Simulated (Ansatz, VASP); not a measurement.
**Te in VASP and in Ansatz**

```
Te
1.0
     5.29873    0.00000    0.00000
    -2.64937    4.58884    0.00000
     0.00000    0.00000    6.10297
Te
4
Direct
  0.00000 0.00000 0.25000
  0.00000 0.00000 0.75000
  0.33333 0.66667 0.75000
  0.66667 0.33333 0.25000
```

Alike in both runs: functional PBE; k mesh 6 × 6 × 4; occupations gaussian, width 0.1 eV; no spin polarisation.

Ansatz relaxed the structure, and its values are those at the end. VASP's run is a single point on that final structure, the one shown.

|  | VASP | Ansatz |
| --- | --- | --- |
| version | VASP 6.6.1 | Ansatz 0.2.0 |
| potentials or method | VASP PAW PBE potentials, release 64 (Te), cutoff 520 eV | scalar-relativistic, plane waves, PAW |
| valence electrons in the cell | 24 | 64 |

Ansatz gave:

```
gap on the k mesh at the Fermi level (eV) : none
pressure (GPa)                            : 0.0
```

**Question.** What did VASP give for the same quantities?

**Answer.** gap on the k mesh at the Fermi level (eV): none; pressure (GPa): -0.1.

A gap of «none» marks a metal or a gap that the smearing closes. VASP's potentials hold 24 valence electrons a cell and Ansatz's 64, so a difference there can come from the potentials and not from the codes.

Neither program's run includes spin-orbit coupling.
